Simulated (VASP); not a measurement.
Write the native input for VASP 6.6.1 that does the following.

```yaml
Task: single point
Functional: r2SCAN
Potentials_or_basis: VASP PAW PBE potentials, release 64 (Hf_pv, C)
Cutoff: 520 eV
k_mesh: 12 × 12 × 12
Occupations: gaussian, width 0.05 eV
Spin: no spin polarisation
Dipole_correction: no
Further_INCAR_settings: ALGO = Normal; EDIFF = 1e-07; NBANDS = 14; ISYM = 0
```

Crystal: HfC.

```
CELL_PARAMETERS angstrom
0.00000 2.32034 2.32034
2.32034 0.00000 2.32034
2.32034 2.32034 0.00000
ATOMIC_POSITIONS crystal
Hf 0.50000 0.50000 0.50000
C 0.00000 0.00000 0.00000
```

One way to write it, as run:

POSCAR

```
HfC
1.0
    0.0000000000      2.3203429225      2.3203429225
    2.3203429225      0.0000000000      2.3203429225
    2.3203429225      2.3203429225      0.0000000000
Hf C
1 1
Direct
    0.5000000000      0.5000000000      0.5000000000
    0.0000000000      0.0000000000      0.0000000000
```

INCAR.step1

```
SYSTEM = HfC
ALGO = Normal
EDIFF = 1E-4
ENCUT = 520
GGA = PE
ISMEAR = 0
ISYM = 0
LASPH = .True.
LCHARG = .False.
LREAL = .False.
LWAVE = .True.
NBANDS = 14
NELM = 60
PREC = Accurate
SIGMA = 0.05
```

INCAR.step2

```
SYSTEM = HfC
ALGO = Normal
EDIFF = 1E-7
ENCUT = 520
ISIF = 2
ISMEAR = 0
ISTART = 1
ISYM = 0
LASPH = .True.
LCHARG = .False.
LMIXTAU = .True.
LREAL = .False.
LWAVE = .False.
METAGGA = R2SCAN
NBANDS = 14
NELM = 60
PREC = Accurate
SIGMA = 0.05
```

KPOINTS

```
k-points
0
Gamma
  12 12 12
  0 0 0
```

Potentials or basis: VASP PAW PBE potentials, release 64 (Hf_pv, C).

Run with:

```console
$ cat potpaw_PBE.64/Hf_pv/POTCAR potpaw_PBE.64/C/POTCAR > POTCAR
$ cp INCAR.step1 INCAR
$ mpirun -np 1 vasp_std > vasp.out
$ cp INCAR.step2 INCAR
$ mpirun -np 1 vasp_std > vasp.out
```

It gave:

```json
{
  "Pressure": "-1.1 GPa",
  "Band gap on the k mesh": "zero (bands 7 and 8 overlap by 1.43 eV)"
}
```

Caveat: the PAW data sets were made with another functional, which shifts forces and pressure a little; spin-orbit coupling is left out, which moves the levels of the heavy elements.

Run time: 11 min on 1 thread of Intel(R) Xeon(R) Platinum 8259CL CPU @ 2.50GHz (Skylake/Cascade Lake) (shared host), peak memory 0.41 GiB.
